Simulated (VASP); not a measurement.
# W (Fm-3m) in VASP: single point with PBEsol

Aim: the single point of W with PBEsol.

Everything below comes from runs of VASP 6.6.1. Logs are shortened: lines on timing, memory, paths and dates and some standing lists are left out, and cuts for length are marked.

### 1 The cell of the first run

The structure is cubic, space group Fm-3m (No. 225). Conventional cell: a = 3.998 Å, b = 3.998 Å, c = 3.998 Å, α = 90.00°, β = 90.00°, γ = 90.00°. W (site symmetry m-3m) has 12 W at 2.83 Å within 3.7 Å.

This isn't the form of W at room conditions, which is bcc.

### 2 Single point, PBEsol

File INCAR:

```
PREC     = Accurate       # precision mode
ENCUT    = 520            # plane-wave cutoff, eV
EDIFF    = 1E-6           # SCF threshold, eV
ISMEAR   = 0              # smearing method
SIGMA    = 0.1            # smearing width, eV
LREAL    = False          # projectors in reciprocal space
LASPH    = True           # aspherical terms in the spheres
NELM     = 60             # most SCF steps
ALGO     = Normal         # electronic algorithm
ISIF     = 2              # what is computed and relaxed
LWAVE    = False          # write WAVECAR
LCHARG   = False          # write CHGCAR
GGA      = PS             # functional
NBANDS   = 13             # bands
```

File KPOINTS:

```
Automatic mesh
0
Gamma
  24 24 24
```

File POSCAR:

```
W
1.0
    0.0000000000      1.9989971700      1.9989971700
    1.9989971700      0.0000000000      1.9989971700
    1.9989971700      1.9989971700      0.0000000000
W
1
Direct
    0.0000000000      0.0000000000      0.0000000000
```

Potentials or basis: VASP PAW PBE potentials, release 64 (W_sv).

Run with:

```
$ cat potpaw_PBE.64/W_sv/POTCAR > POTCAR
$ mpirun -np 1 vasp_std > vasp.out
```

OUTCAR:

```text
PREC = Accurate
   ENCUT = 520
   EDIFF = 1E-6
   ISMEAR = 0
   LREAL = False
   LASPH = True
   NELM = 60
   ISIF = 2
   GGA = PS

 ion  position               nearest neighbor table
   1  0.000  0.000  0.000-

  LATTYP: Found a face centered cubic cell.
 ALAT       =     3.9979943400

  Lattice vectors:

 A1 = (   0.0000000000,   1.9989971700,   1.9989971700)
 A2 = (   1.9989971700,   0.0000000000,   1.9989971700)
 A3 = (   1.9989971700,   1.9989971700,   0.0000000000)

Analysis of symmetry for initial positions (statically):
=====================================================================
 Subroutine PRICEL returns:
 Original cell was already a primitive cell.

 Routine SETGRP: Setting up the symmetry group for a
 face centered cubic supercell.

 Subroutine GETGRP returns: Found 48 space group operations
 (whereof 48 operations were pure point group operations)
 out of a pool of 48 trial point group operations.

The static configuration has the point symmetry O_h .

Analysis of symmetry for dynamics (positions and initial velocities):
=====================================================================
 Subroutine PRICEL returns:
 Original cell was already a primitive cell.

 Routine SETGRP: Setting up the symmetry group for a
 face centered cubic supercell.

 Subroutine GETGRP returns: Found 48 space group operations
 (whereof 48 operations were pure point group operations)
 out of a pool of 48 trial point group operations.

The dynamic configuration has the point symmetry O_h .

 Subroutine INISYM returns: Found 48 space group operations
 (whereof 48 operations are pure point group operations),
 and found     1 'primitive' translations

----------------------------------------------------------------------------------------

                                     Primitive cell

  volume of cell :      15.9759

  direct lattice vectors                    reciprocal lattice vectors
     0.000000000  1.998997170  1.998997170    -0.250125417  0.250125417  0.250125417
     1.998997170  0.000000000  1.998997170     0.250125417 -0.250125417  0.250125417
     1.998997170  1.998997170  0.000000000     0.250125417  0.250125417 -0.250125417

  length of vectors
     2.827008909  2.827008909  2.827008909     0.433229930  0.433229930  0.433229930

  position of ions in fractional coordinates (direct lattice)
     0.000000000  0.000000000  0.000000000

  ion indices of the primitive-cell ions
   primitive index   ion index
                 1           1

----------------------------------------------------------------------------------------

 KPOINTS: Automatic mesh

Automatic generation of k-mesh.
 Grid dimensions read from file:
 generate k-points for:   24   24   24

 Generating k-lattice:

  Cartesian coordinates                     Fractional coordinates (reciprocal lattice)
    -0.010421892  0.010421892  0.010421892     0.041666667  0.000000000  0.000000000
     0.010421892 -0.010421892  0.010421892     0.000000000  0.041666667  0.000000000
     0.010421892  0.010421892 -0.010421892     0.000000000  0.000000000  0.041666667

  Length of vectors
     0.018051247  0.018051247  0.018051247

  Shift w.r.t. Gamma in fractional coordinates (k-lattice)
     0.000000000  0.000000000  0.000000000

 Subroutine IBZKPT returns following result:
 ===========================================

 Found    413 irreducible k-points:

 Following reciprocal coordinates:
            Coordinates               Weight
  0.000000  0.000000  0.000000      1.000000
  0.041667  0.000000  0.000000      8.000000
  0.083333  0.000000  0.000000      8.000000
  0.125000  0.000000  0.000000      8.000000
  0.166667  0.000000  0.000000      8.000000
  0.208333  0.000000  0.000000      8.000000
[... 16 lines left out ...]
  0.416667  0.041667  0.000000     24.000000
  0.458333  0.041667  0.000000     24.000000
 [... further k-points ...]
   k-points           NKPTS =    413   k-points in BZ     NKDIM =    413   number of bands    NBANDS=     13
   number of dos      NEDOS =    301   number of ions     NIONS =      1
   total plane-waves  NPLWV =  13824
   dimension x,y,z NGX =    24 NGY =   24 NGZ =   24
   dimension x,y,z NGXF=    48 NGYF=   48 NGZF=   48
   ions per type =               1
   NGX,Y,Z   is equivalent  to a cutoff of  14.11, 14.11, 14.11 a.u.
   NGXF,Y,Z  is equivalent  to a cutoff of  28.23, 28.23, 28.23 a.u.
 SYSTEM =  unknown system
   PREC   = accura    normal or accurate (medium, high low for compatibility)
   ISTART =      0    job   : 0-new  1-cont  2-samecut
   ICHARG =      2    charge: 1-file 2-atom 10-const
   ISPIN  =      1    spin polarized calculation?
   LNONCOLLINEAR =      F non collinear calculations
   LSORBIT =      F    spin-orbit coupling
   LASPH  =      T    aspherical Exc in radial PAW
   ENCUT  =  520.0 eV  38.22 Ry    6.18 a.u.   5.26  5.26  5.26*2*pi/ulx,y,z
   NELM   =     60;   NELMIN=  2; NELMDL= -5     # of ELM steps
   EDIFF  = 0.1E-05   stopping-criterion for ELM
   LREAL  =      F    real-space projection
   EDIFFG = 0.1E-04   stopping-criterion for IOM
   NSW    =      0    number of steps for IOM
   IBRION =     -1    ionic relax: 0-MD 1-quasi-New 2-CG
   NFREE  =      0    steps in history (QN), initial steepest desc. (CG)
   ISIF   =      2    stress and relaxation
   ISYM   =      2    0-nonsym 1-usesym 2-fastsym
   POTIM  = 0.5000    time-step for ionic-motion
   TEBEG  =    0.0;   TEEND  =   0.0 temperature during run
   PSTRESS=    0.0 pullay stress
   NELECT =      14.0000    total number of electrons
   NUPDOWN=      -1.0000    fix difference up-down
   EMIN   =  10.00;   EMAX   =-10.00  energy-range for DOS
   EFERMI =   0.00;   METHOD = LEGACY
   ISMEAR =     0;   SIGMA  =   0.10  broadening in eV -4-tet -1-fermi 0-gaus
   EFERMI_NEDOS =   21; number of points for ismear=-14 and -15
   IALGO  =     38    algorithm
   IMIX   =      4    mixing-type and parameters
     AMIX     =   0.40;   BMIX     =  1.00
     AMIX_MAG =   1.60;   BMIX_MAG =  1.00
  volume/ion in A,a.u.               =      15.98       107.81
  Fermi-wavevector in a.u.,A,eV,Ry     =   1.566614  2.960471 33.392498  2.454279
  Thomas-Fermi vector in A             =   2.668916
   LORBIT       =      0    0 simple, 1 ext, 2 COOP (PROOUT), +10 PAW based schemes
   GGA     = PS    functional components
   LHFCALC =     F    Hartree Fock is set to
   AEXX    =    0.0000 exact exchange contribution
   IVDW    =     0    specifies the selected vdW correction
   LEPSILON=     F    determine dielectric tensor
   LRPA    =     F    only Hartree local field effects (RPA)
 non-spin polarized calculation
 Gauss-broadening in eV      SIGMA  =   0.10
  energy-cutoff  :      520.00
  volume of cell :       15.98
 maximum number of plane-waves:       445
 NGX is ok and might be reduce to    24
   NGX = 11   NGY = 11   NGZ = 11

 number of electron      14.0000000 magnetization

 Free energy of the ion-electron system (eV)
  ---------------------------------------------------
  ext. energy  EPLUGINS =         0.00000000
  ---------------------------------------------------
  free energy    TOTEN  =       -13.31165612 eV

  energy without entropy =      -13.30491591  energy(sigma->0) =      -13.30828601

 E-fermi :  10.6760     XC(G=0): -13.7068

 val. band max:       10.6730982153   @ k =   0.2083   0.0833   0.0000
 cond. band min:      10.6775743549   @ k =   0.3750   0.3333   0.0417
 fundamental gap:      0.0044761396
 Fermi energy:        10.6760344736

 k-point     1 :       0.0000    0.0000    0.0000
  band No.  band energies     occupation
      1     -62.8885      2.00000
      2     -26.4789      2.00000
      3     -26.4789      2.00000
      4     -26.4789      2.00000
      5       1.5438      2.00000
      6      10.0947      2.00000
      7      10.0947      2.00000
      8      10.0947      2.00000
      9      13.3334      0.00000
     10      13.3334      0.00000
     11      23.5511      0.00000
     12      28.8646      0.00000
     13      28.8646      0.00000

 k-point     2 :       0.0417    0.0000    0.0000
  band No.  band energies     occupation
      1     -62.8865      2.00000
      2     -26.5020      2.00000
      3     -26.4818      2.00000
      4     -26.4818      2.00000
      5       1.6234      2.00000
      6      10.0314      2.00000
      7      10.1326      2.00000
      8      10.1326      2.00000
      9      13.2970      0.00000
     10      13.2970      0.00000
     11      23.7131      0.00000
     12      28.4892      0.00000
     13      29.0145      0.00000

 k-point     3 :       0.0833    0.0000    0.0000
  band No.  band energies     occupation
      1     -62.8806      2.00000
      2     -26.5696      2.00000
      3     -26.4903      2.00000
      4     -26.4903      2.00000
      5       1.8571      2.00000
      6       9.8573      2.00000
      7      10.2383      2.00000
      8      10.2383      2.00000
      9      13.2025      0.00000
     10      13.2025      0.00000
     11      24.1729      0.00000
     12      27.6683      0.00000
     13      29.4549      0.00000
[... 305 lines left out ...]
 k-point    23 :       0.4167    0.0417    0.0000
  band No.  band energies     occupation
      1     -62.7780      2.00000
      2     -27.6276      2.00000
      3     -26.6450      2.00000
      4     -26.6386      2.00000
      5       4.9518      2.00000
      6       9.8660      2.00000
      7      10.0798      2.00000
      8      10.4542      1.99830
      9      15.1908      0.00000
     10      15.5433      0.00000
     11      21.9400      0.00000
     12      24.6109      0.00000
     13      30.4675      0.00000

 k-point    24 :       0.4583    0.0417    0.0000
  band No.  band energies     occupation
      1     -62.7707      2.00000
      2     -27.6978      2.00000
      3     -26.6524      2.00000
      4     -26.6514      2.00000
      5       4.9924      2.00000
      6       9.7774      2.00000
      7       9.9744      2.00000
      8      10.9995      0.00000
      9      15.7025      0.00000
     10      15.8512      0.00000
     11      21.5512      0.00000
     12      23.7640      0.00000
     13      29.8174      0.00000

 [... further k-points ...]

------------------------ aborting loop because EDIFF is reached ----------------------------------------

  FORCE on cell =-STRESS in cart. coord.  units (eV):
  Direction    XX          YY          ZZ          XY          YZ          ZX
  --------------------------------------------------------------------------------------
  -------------------------------------------------------------------------------------
  Total        0.0663873      0.0663873      0.0663873     -0.0000000     -0.0000000      0.0000000
  in kB        6.6577789      6.6577789      6.6577789     -0.0000000     -0.0000000      0.0000000
  external PRESSURE =       6.6577789 kB  Pullay stress =       0.0000000 kB

 VOLUME and BASIS-vectors are now :
 -----------------------------------------------------------------------------
  energy-cutoff  :      520.00
  volume of cell :       15.98
      direct lattice vectors                 reciprocal lattice vectors
     0.000000000  1.998997170  1.998997170    -0.250125417  0.250125417  0.250125417
     1.998997170  0.000000000  1.998997170     0.250125417 -0.250125417  0.250125417
     1.998997170  1.998997170  0.000000000     0.250125417  0.250125417 -0.250125417

 POSITION                                       TOTAL-FORCE (eV/Angst)
 -----------------------------------------------------------------------------------
      0.00000      0.00000      0.00000         0.000000      0.000000      0.000000
 -----------------------------------------------------------------------------------
    total drift:                               -0.000000      0.000000      0.000000

  FREE ENERGIE OF THE ION-ELECTRON SYSTEM (eV)
  ---------------------------------------------------
  free  energy   TOTEN  =       -13.3116561216 eV

  energy  without entropy=      -13.3049159073  energy(sigma->0) =      -13.30828601
```

Wall time 68 s (1 thread of Intel Xeon 8259CL, shared host); peak memory 0.21 GiB.

Results:

- Free energy: -13.3117 eV
- Pressure: 0.7 GPa
- Band gap on the k mesh: zero (bands 7 and 8 overlap by 3.82 eV)

Caveat: the PAW data sets were made with another functional, which shifts forces and pressure a little; spin-orbit coupling is left out, which moves the levels of the heavy elements.
